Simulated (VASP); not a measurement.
Runs of VASP 6.6.1 on La. The structure is that of space group Pm-3m (No. 221), or close to it. The cells are those of the table. This isn't the form of La at room conditions, which is double hcp.

| task | cell | cutoff (eV) | gap on the mesh (eV) | pressure (GPa) |
| --- | --- | --- | --- | --- |
| single point | a = 2.534 Å, 1 atom | 520 | none | (a) |
| single point | a = 2.535 Å, 1 atom | 520 | none | 129.7 |
| relaxation of cell and atoms | relaxed to 130 GPa from a = 2.510 Å, 1 atom | 600 | none | 130.0 |
| relaxation of cell and atoms | relaxed to 130 GPa from a = 2.535 Å, 1 atom | 600 | none | 130.0 |

Alike in all rows: level PBE; potentials or basis VASP PAW PBE potentials, release 64 (La); no spin polarisation; k mesh 15 × 15 × 15; smearing fermi-dirac 0.05 eV.

**Question.** Fill in the values left out.

**Answer.** (a) 130.5.

Caveats: spin-orbit coupling is left out, which moves the levels of the heavy elements; the cell stands under pressure (at least some runs); the cell is relaxed towards a set pressure, so the run minimises the enthalpy, not the energy (at least some runs).

A k mesh can miss the band edges, and the runs leave out spin-orbit coupling on La.

A gap of «none» marks levels without a gap at the run's occupations.
